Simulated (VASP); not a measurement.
Wanted: the native input for a VASP 6.6.1 run.

```
Task                   : single point
Functional             : LDA
Potentials or basis    : VASP PAW LDA potentials, release 64 (Si)
Cutoff                 : 520 eV
k mesh                 : 10 × 10 × 10
Occupations            : gaussian, width 0.03 eV
Spin                   : no spin polarisation
Dipole correction      : no
Further INCAR settings : ALGO = Normal; EDIFF = 1e-07; NBANDS = 16
```

The structure of Si lies in POSCAR:

```
Si
1.0
   -3.3177782169      3.2847654983      1.9083649477
    3.3177782169     -3.2847654983      1.9083649477
    3.3177782169      3.2847654983     -1.9083649477
Si
4
Direct
    0.1788433299      0.1788433299      0.3576866598
    0.8211566701      0.8211566701      0.6423133402
    0.1788433299      0.8211566701      0.0000000000
    0.8211566701      0.1788433299      0.0000000000
```

This cell differs from its parent crystal: strain +0.0050 x Voigt [1, -1, 0, 0, 0, 0].

The input as run:

INCAR

```
SYSTEM = Si
ALGO     = Normal         ! electronic algorithm
EDIFF    = 1E-7           ! SCF threshold, eV
ENCUT    = 520            ! plane-wave cutoff, eV
GGA      = CA             ! functional
ISIF     = 2              ! what is computed and relaxed
ISMEAR   = 0              ! smearing method
LASPH    = .True.         ! aspherical terms in the spheres
LCHARG   = .False.        ! write CHGCAR
LREAL    = .False.        ! projectors in reciprocal space
LWAVE    = .False.        ! write WAVECAR
NBANDS   = 16             ! bands
NELM     = 100            ! most SCF steps
PREC     = Accurate       ! precision mode
SIGMA    = 0.03           ! smearing width, eV
```

KPOINTS

```
k-points
0
Gamma
  10 10 10
  0 0 0
```

Potentials or basis: VASP PAW LDA potentials, release 64 (Si).

Launch:

```bash
$ cat potpaw_LDA.64/Si/POTCAR > POTCAR
$ mpirun -np 1 vasp_std > vasp.out
```

Results of the run:

- Pressure: 0.1 GPa
- Largest force: 0.114 eV/Å
- Band gap on the k mesh: 0.17 eV (least direct gap 0.23 eV)

Caveat: the cell differs from its parent crystal (strain +0.0050 x Voigt [1, -1, 0, 0, 0, 0]); semilocal functionals underestimate gaps, and a narrow one can read as zero.

Wall time 3.4 min on 1 thread of Intel(R) Xeon(R) Platinum 8259CL CPU @ 2.50GHz (Skylake/Cascade Lake), on a shared host, peak memory 0.3 GiB.
